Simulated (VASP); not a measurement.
Wanted: the native input for a VASP 6.6.1 run.

```
Task                   : single point
Functional             : PBEsol
Potentials or basis    : VASP PAW PBE potentials, release 64 (Li_sv)
Cutoff                 : 520 eV
k mesh                 : 10 × 10 × 10
Occupations            : fermi-dirac, width 0.05 eV
Spin                   : no spin polarisation
Dipole correction      : no
Further INCAR settings : ALGO = Normal; EDIFF = 1e-06; NBANDS = 8
```

The structure of Li lies in POSCAR:

```
Li
1.0
    0.0000000000      1.8995769926      1.8995769926
    1.8995769926      0.0000000000      1.8995769926
    1.8995769926      1.8995769926      0.0000000000
Li
1
Direct
    0.0000000000      0.0000000000      0.0000000000
```

This isn't the form of Li at room conditions, which is bcc.

One way to write it, as run:

INCAR

```
PREC = Accurate
ENCUT = 520
EDIFF = 1E-6
ISMEAR = -1
SIGMA = 0.05
LREAL = F
LASPH = T
NELM = 100
ALGO = Normal
ISIF = 2
LWAVE = F
LCHARG = T
GGA = PS
LELF = T
LVHAR = T
NBANDS = 8
```

KPOINTS

```
regular mesh
0
Gamma
  10 10 10
```

Potentials or basis: VASP PAW PBE potentials, release 64 (Li_sv).

Command:

```console
$ cat potpaw_PBE.64/Li_sv/POTCAR > POTCAR
$ mpirun -np 1 vasp_std > vasp.out
```

Results of the run:

```yaml
Band_gap_on_the_k_mesh: zero (an odd number of electrons rules out a gap without spin polarisation)
```

Wall time 3.7 s on 1 thread of Intel(R) Xeon(R) Platinum 8375C CPU @ 2.90GHz (Ice Lake) (shared host), peak memory 0.11 GiB.
